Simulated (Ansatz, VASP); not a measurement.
# One calculation of SiC, two programs

File POSCAR:

```
SiC
1.0
    3.0775593349      0.0000000000      0.0000000000
   -1.5387796674      2.6652445657      0.0000000000
    0.0000000000      0.0000000000     10.8829106734
Si C
4 4
Direct
    0.6666666667      0.3333333333      0.9378376197
    0.3333333333      0.6666666667      0.4378376197
    0.0000000000      0.0000000000      0.6878931817
    0.0000000000      0.0000000000      0.1878931817
    0.6666666667      0.3333333333      0.7498040034
    0.3333333333      0.6666666667      0.2498040034
    0.0000000000      0.0000000000      0.5004641952
    0.0000000000      0.0000000000      0.0004641952
```

INCAR.step1

```
  PREC = Accurate
  ENCUT = 520
  ISMEAR = 0
  SIGMA = 0.05
  LREAL = F
  LASPH = T
  NELM = 80
  NBANDS = 26
  GGA = PE
  ALGO = Normal
  EDIFF = 1E-4
  LWAVE = T
  LCHARG = F
```

Contents of INCAR.step2:

```
  PREC = Accurate
  ENCUT = 520
  EDIFF = 1E-6
  ISMEAR = 0
  SIGMA = 0.05
  LREAL = F
  LASPH = T
  NELM = 80
  ALGO = Normal
  ISIF = 2
  LWAVE = F
  LCHARG = F
  METAGGA = R2SCAN
  LMIXTAU = T
  NBANDS = 26
  ISTART = 1
```

File KPOINTS:

```
Automatic mesh
0
Gamma
  12 12 4
```

Input for Ansatz:

```yaml
crystal:
  lattice:
    - [3.0775593349, 0.0, 0.0]
    - [-1.5387796674, 2.6652445657, 0.0]
    - [0.0, 0.0, 10.8829106734]
  atoms:
    - { symbol: Si, position: [0.6666666667, 0.3333333333, 0.9378376197] }
    - { symbol: Si, position: [0.3333333333, 0.6666666667, 0.4378376197] }
    - { symbol: Si, position: [0.0, 0.0, 0.6878931817] }
    - { symbol: Si, position: [0.0, 0.0, 0.1878931817] }
    - { symbol: C, position: [0.6666666667, 0.3333333333, 0.7498040034] }
    - { symbol: C, position: [0.3333333333, 0.6666666667, 0.2498040034] }
    - { symbol: C, position: [0.0, 0.0, 0.5004641952] }
    - { symbol: C, position: [0.0, 0.0, 0.0004641952] }
basis:
  ecutwfc: 500
kpoints:
  mp_grid: { grid: [12, 12, 4] }
hamiltonian:
  xc: r2scan
scf:
  occupations: { method: gaussian, width: 0.05 }
output:
  forces: true
  stress: true
  eigenvalues: true
```

Change from the starting cell: strain +0.000 along x and y, +0.080 along z, atoms carried along.

Alike in both runs: task single point; functional r2SCAN; k mesh 12 × 12 × 4; occupations gaussian, width 0.05 eV; no spin polarisation.

```csv
,VASP,Ansatz
version,VASP 6.6.1,Ansatz 0.2.0
potentials or method,"VASP PAW PBE potentials, release 64 (Si, C), cutoff 520 eV","scalar-relativistic, plane waves, PAW"
valence electrons in the cell,32,32
```

Ansatz gave:

- gap on the k mesh at the Fermi level (eV): 2.15
- least direct gap on the mesh (eV): 3.53
- pressure (GPa): -13.4
- traceless stress, the component that is largest in VASP (GPa): -22.65
- rms of the force components (eV/Å): 0.060

Question: What did VASP give for the same quantities?

Answer: gap on the k mesh at the Fermi level (eV): 2.16; least direct gap on the mesh (eV): 3.53; pressure (GPa): -13.5; traceless stress, the component that is largest in VASP (GPa): -22.79; rms of the force components (eV/Å): 0.059.

VASP's potentials were made for PBE, not for r2SCAN. Atom by atom the forces differ by 0.001 eV/Å (rms over components).
